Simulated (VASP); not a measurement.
# Be (P6_3/mmc) in VASP: electric field gradients with PBEsol

Aim: the electric field gradients of Be with PBEsol.

All numbers are computed with VASP 6.6.1; they aren't measurements. Logs are shortened: lines on timing, memory, paths and dates and some standing lists are left out, and cuts for length are marked.

## (1) The cell of the first run

Symmetry: P6_3/mmc, No. 194, hexagonal system. The conventional cell has a = 2.242 Å, b = 2.242 Å, c = 3.633 Å, α = 90.00°, β = 90.00°, γ = 120.00°. Be (site symmetry -6m2) has 12 Be at 2.23 to 2.24 Å within 2.9 Å.

## (2) Electric field gradients, PBEsol

INCAR

```
  PREC = Accurate
  ENCUT = 520
  EDIFF = 1E-8
  ISMEAR = -1
  SIGMA = 0.05
  LREAL = False
  LASPH = True
  NELM = 80
  ALGO = Normal
  ISIF = 2
  LWAVE = False
  LCHARG = False
  GGA = PS
  LEFG = True
  NBANDS = 9
```

KPOINTS

```
Automatic mesh
0
Gamma
  15 15 8
```

POSCAR

```
Be
1.0
    2.2424371395      0.0000000000      0.0000000000
   -1.1212185697      1.9420075292      0.0000000000
    0.0000000000      0.0000000000      3.6327481659
Be
2
Direct
    0.3333333333      0.6666666667      0.2500000000
    0.6666666667      0.3333333333      0.7500000000
```

Potentials or basis: VASP PAW PBE potentials, release 64 (Be).

Command:

```
cat potpaw_PBE.64/Be/POTCAR > POTCAR
mpirun -np 1 vasp_std > vasp.out
```

OUTCAR:

```text
PREC = Accurate
   ENCUT = 520
   EDIFF = 1E-8
   ISMEAR = -1
   LREAL = False
   LASPH = True
   NELM = 80
   ISIF = 2
   GGA = PS

 ion  position               nearest neighbor table
   1  0.333  0.667  0.250-   2 2.23   2 2.23   2 2.23   2 2.23   2 2.23   2 2.23
   2  0.667  0.333  0.750-   1 2.23   1 2.23   1 2.23   1 2.23   1 2.23   1 2.23

  LATTYP: Found a hexagonal cell.
 ALAT       =     2.2424371395
 C/A-ratio  =     1.6200000000

  Lattice vectors:

 A1 = (   2.2424371395,   0.0000000000,   0.0000000000)
 A2 = (  -1.1212185697,   1.9420075292,   0.0000000000)
 A3 = (   0.0000000000,   0.0000000000,   3.6327481659)

Analysis of symmetry for initial positions (statically):
=====================================================================
 Subroutine PRICEL returns:
 Original cell was already a primitive cell.

 Routine SETGRP: Setting up the symmetry group for a
 hexagonal supercell.

 Subroutine GETGRP returns: Found 24 space group operations
 (whereof 12 operations were pure point group operations)
 out of a pool of 24 trial point group operations.

The static configuration has the point symmetry D_3d.
 The point group associated with its full space group is D_6h.

Analysis of symmetry for dynamics (positions and initial velocities):
=====================================================================
 Subroutine PRICEL returns:
 Original cell was already a primitive cell.

 Routine SETGRP: Setting up the symmetry group for a
 hexagonal supercell.

 Subroutine GETGRP returns: Found 24 space group operations
 (whereof 12 operations were pure point group operations)
 out of a pool of 24 trial point group operations.

The dynamic configuration has the point symmetry D_3d.
 The point group associated with its full space group is D_6h.

 Subroutine INISYM returns: Found 24 space group operations
 (whereof 12 operations are pure point group operations),
 and found     1 'primitive' translations

----------------------------------------------------------------------------------------

                                     Primitive cell

  volume of cell :      15.8200

  direct lattice vectors                    reciprocal lattice vectors
     2.242437139  0.000000000  0.000000000     0.445943381  0.257465531  0.000000000
    -1.121218570  1.942007529  0.000000000     0.000000000  0.514931062  0.000000000
     0.000000000  0.000000000  3.632748166     0.000000000  0.000000000  0.275273692

  length of vectors
     2.242437139  2.242437139  3.632748166     0.514931062  0.514931062  0.275273692

  position of ions in fractional coordinates (direct lattice)
     0.333333333  0.666666667  0.250000000
     0.666666667  0.333333333  0.750000000

  ion indices of the primitive-cell ions
   primitive index   ion index
                 1           1
                 2           2

----------------------------------------------------------------------------------------

 KPOINTS: Automatic mesh

Automatic generation of k-mesh.
 Grid dimensions read from file:
 generate k-points for:   15   15    8

 Generating k-lattice:

  Cartesian coordinates                     Fractional coordinates (reciprocal lattice)
     0.029729559  0.017164369  0.000000000     0.066666667  0.000000000  0.000000000
     0.000000000  0.034328737  0.000000000     0.000000000  0.066666667  0.000000000
     0.000000000  0.000000000  0.034409212     0.000000000  0.000000000  0.125000000

  Length of vectors
     0.034328737  0.034328737  0.034409212

  Shift w.r.t. Gamma in fractional coordinates (k-lattice)
     0.000000000  0.000000000  0.000000000

 Subroutine IBZKPT returns following result:
 ===========================================

 Found    135 irreducible k-points:

 Following reciprocal coordinates:
            Coordinates               Weight
  0.000000  0.000000  0.000000      1.000000
  0.066667  0.000000  0.000000      6.000000
  0.133333 -0.000000  0.000000      6.000000
  0.200000 -0.000000  0.000000      6.000000
  0.266667 -0.000000  0.000000      6.000000
  0.333333 -0.000000  0.000000      6.000000
[... 16 lines left out ...]
  0.333333  0.200000  0.000000     12.000000
  0.400000  0.200000  0.000000      6.000000
 [... further k-points ...]
   k-points           NKPTS =    135   k-points in BZ     NKDIM =    135   number of bands    NBANDS=      9
   number of dos      NEDOS =    301   number of ions     NIONS =      2
   total plane-waves  NPLWV =   9072
   dimension x,y,z NGX =    18 NGY =   18 NGZ =   28
   dimension x,y,z NGXF=    36 NGYF=   36 NGZF=   56
   ions per type =               2
   NGX,Y,Z   is equivalent  to a cutoff of  13.34, 13.34, 12.81 a.u.
   NGXF,Y,Z  is equivalent  to a cutoff of  26.69, 26.69, 25.63 a.u.
 SYSTEM =  unknown system
   PREC   = accura    normal or accurate (medium, high low for compatibility)
   ISTART =      0    job   : 0-new  1-cont  2-samecut
   ICHARG =      2    charge: 1-file 2-atom 10-const
   ISPIN  =      1    spin polarized calculation?
   LNONCOLLINEAR =      F non collinear calculations
   LSORBIT =      F    spin-orbit coupling
   LASPH  =      T    aspherical Exc in radial PAW
   ENCUT  =  520.0 eV  38.22 Ry    6.18 a.u.   4.17  4.17  6.75*2*pi/ulx,y,z
   NELM   =     80;   NELMIN=  2; NELMDL= -5     # of ELM steps
   EDIFF  = 0.1E-07   stopping-criterion for ELM
   LREAL  =      F    real-space projection
   EDIFFG = 0.1E-06   stopping-criterion for IOM
   NSW    =      0    number of steps for IOM
   IBRION =     -1    ionic relax: 0-MD 1-quasi-New 2-CG
   NFREE  =      0    steps in history (QN), initial steepest desc. (CG)
   ISIF   =      2    stress and relaxation
   ISYM   =      2    0-nonsym 1-usesym 2-fastsym
   POTIM  = 0.5000    time-step for ionic-motion
   TEBEG  =    0.0;   TEEND  =   0.0 temperature during run
   PSTRESS=    0.0 pullay stress
   NELECT =       4.0000    total number of electrons
   NUPDOWN=      -1.0000    fix difference up-down
   EMIN   =  10.00;   EMAX   =-10.00  energy-range for DOS
   EFERMI =   0.00;   METHOD = LEGACY
   ISMEAR =    -1;   SIGMA  =   0.05  broadening in eV -4-tet -1-fermi 0-gaus
   EFERMI_NEDOS =   21; number of points for ismear=-14 and -15
   IALGO  =     38    algorithm
   IMIX   =      4    mixing-type and parameters
     AMIX     =   0.40;   BMIX     =  1.00
     AMIX_MAG =   1.60;   BMIX_MAG =  1.00
  volume/ion in A,a.u.               =       7.91        53.38
  Fermi-wavevector in a.u.,A,eV,Ry     =   1.035204  1.956252 14.580651  1.071648
  Thomas-Fermi vector in A             =   2.169536
   LORBIT       =      0    0 simple, 1 ext, 2 COOP (PROOUT), +10 PAW based schemes
   GGA     = PS    functional components
   LHFCALC =     F    Hartree Fock is set to
   AEXX    =    0.0000 exact exchange contribution
   IVDW    =     0    specifies the selected vdW correction
   LEPSILON=     F    determine dielectric tensor
   LRPA    =     F    only Hartree local field effects (RPA)
 non-spin polarized calculation
  energy-cutoff  :      520.00
  volume of cell :       15.82
 maximum number of plane-waves:       444
 NGX is ok and might be reduce to    18
   NGX =  9   NGY =  9   NGZ = 13

 number of electron       4.0000000 magnetization

 Free energy of the ion-electron system (eV)
  ---------------------------------------------------
  ext. energy  EPLUGINS =         0.00000000
  ---------------------------------------------------
  free energy    TOTEN  =        -7.98997102 eV

  energy without entropy =       -7.98938490  energy(sigma->0) =       -7.98967796

 E-fermi :   7.3512     XC(G=0): -10.6073

 val. band max:        7.0245329654   @ k =   0.2667   0.1333   0.0000
 cond. band min:       7.3853590580   @ k =   0.3333   0.3333   0.5000
 fundamental gap:      0.3608260926
 Fermi energy:         7.3511652305

 k-point     1 :       0.0000    0.0000    0.0000
  band No.  band energies     occupation
      1      -4.3302      2.00000
      2       2.2966      2.00000
      3       7.6567      0.00442
      4      23.5770      0.00000
      5      23.5770      0.00000
      6      26.2662      0.00000
      7      26.2662      0.00000
      8      27.2645      0.00000
      9      34.4022      0.00000

 k-point     2 :       0.0667    0.0000    0.0000
  band No.  band energies     occupation
      1      -4.2004      2.00000
      2       2.4677      2.00000
      3       7.7000      0.00187
      4      22.5080      0.00000
      5      22.8000      0.00000
      6      26.2273      0.00000
      7      26.5977      0.00000
      8      27.1060      0.00000
      9      32.6311      0.00000

 k-point     3 :       0.1333   -0.0000    0.0000
  band No.  band energies     occupation
      1      -3.8109      2.00000
      2       2.9803      2.00000
      3       7.8191      0.00017
      4      20.0645      0.00000
      5      21.3816      0.00000
      6      25.9648      0.00000
      7      26.4523      0.00000
      8      26.6721      0.00000
      9      29.9903      0.00000

 k-point     4 :       0.2000   -0.0000    0.0000
  band No.  band energies     occupation
      1      -3.1614      2.00000
      2       3.8319      2.00000
      3       7.9633      0.00001
      4      17.2823      0.00000
      5      19.9821      0.00000
      6      24.8453      0.00000
      7      24.9399      0.00000
      8      26.1650      0.00000
      9      27.9722      0.00000
[... 205 lines left out ...]
 k-point    22 :       0.2667    0.2000    0.0000
  band No.  band energies     occupation
      1       0.4889      2.00000
      2       7.7275      0.00108
      3       8.5024      0.00000
      4      10.4009      0.00000
      5      14.2545      0.00000
      6      18.1357      0.00000
      7      21.2665      0.00000
      8      22.4240      0.00000
      9      23.2314      0.00000

 k-point    23 :       0.3333    0.2000    0.0000
  band No.  band energies     occupation
      1       2.0003      2.00000
      2       6.1493      2.00000
      3       9.9960      0.00000
      4      10.3677      0.00000
      5      13.6578      0.00000
      6      15.7311      0.00000
      7      20.4476      0.00000
      8      22.1377      0.00000
      9      22.3263      0.00000

 k-point    24 :       0.4000    0.2000    0.0000
  band No.  band energies     occupation
      1       3.1736      2.00000
      2       4.8347      2.00000
      3      10.0022      0.00000
      4      11.7276      0.00000
      5      13.4383      0.00000
      6      14.1576      0.00000
      7      20.1562      0.00000
      8      22.0453      0.00000
      9      22.0543      0.00000

 [... further k-points ...]
[... 5 lines left out ...]
  --------------------------------------------------------------------------------------
  -------------------------------------------------------------------------------------
  Total        0.1785825      0.1785825     -0.6624637      0.0000000      0.0000000      0.0000000
  in kB       18.0860240     18.0860240    -67.0912934      0.0000000      0.0000000      0.0000000
  external PRESSURE =     -10.3064151 kB  Pullay stress =       0.0000000 kB

 VOLUME and BASIS-vectors are now :
 -----------------------------------------------------------------------------
  energy-cutoff  :      520.00
  volume of cell :       15.82
      direct lattice vectors                 reciprocal lattice vectors
     2.242437139  0.000000000  0.000000000     0.445943381  0.257465531  0.000000000
    -1.121218570  1.942007529  0.000000000     0.000000000  0.514931062  0.000000000
     0.000000000  0.000000000  3.632748166     0.000000000  0.000000000  0.275273692

 POSITION                                       TOTAL-FORCE (eV/Angst)
 -----------------------------------------------------------------------------------
     -0.00000      1.29467      0.90819         0.000000     -0.000000      0.000000
      1.12122      0.64734      2.72456        -0.000000      0.000000      0.000000
 -----------------------------------------------------------------------------------
    total drift:                                0.000000     -0.000000      0.000000

  FREE ENERGIE OF THE ION-ELECTRON SYSTEM (eV)
  ---------------------------------------------------
  free  energy   TOTEN  =        -7.9899710162 eV

  energy  without entropy=       -7.9893849004  energy(sigma->0) =       -7.98967796

 Electric field gradients (V/A^2)
---------------------------------------------------------------------
 ion       V_xx      V_yy      V_zz      V_xy      V_xz      V_yz
---------------------------------------------------------------------
   1       0.051     0.051    -0.103     0.000    -0.000     0.000
   2       0.051     0.051    -0.103     0.000     0.000    -0.000
---------------------------------------------------------------------

 Electric field gradients after diagonalization (V/A^2)
 (convention: |V_zz| > |V_xx| > |V_yy|)
----------------------------------------------------------------------
 ion       V_xx      V_yy      V_zz     asymmetry (V_yy - V_xx)/ V_zz
----------------------------------------------------------------------
   1       0.051     0.051    -0.103       0.000
   2       0.051     0.051    -0.103       0.000
----------------------------------------------------------------------

           NMR quadrupolar parameters

 Cq : quadrupolar parameter    Cq=e*Q*V_zz/h
 eta: asymmetry parameters     (V_yy - V_xx)/ V_zz
 Q  : nuclear electric quadrupole moment in mb (millibarn)
----------------------------------------------------------------------
 ion       Cq(MHz)       eta       Q (mb)
----------------------------------------------------------------------
   1      -0.000       0.000       1.000
   2      -0.000       0.000       1.000
----------------------------------------------------------------------
```

It took 21 s on 1 thread of Intel Xeon Platinum 8375C at 2.90GHz (Ice Lake), shared host; peak memory 0.13 GiB.

What came out:

- Free energy: -7.9900 eV
- Pressure: -1.0 GPa
- Band gap on the k mesh: zero (band 2 reaches 7.73 eV, above the bottom of band 3 at 6.09 eV)

Stress tensor (GPa, compression positive):
```
 1.81  0.00  0.00
 0.00  1.81  0.00
 0.00  0.00 -6.71
```

Caveat: without QUAD_EFG the Cq values of the log hold for a quadrupole moment of 1 mb, not for the nuclei; the PAW data sets were made with another functional, which shifts forces and pressure a little.
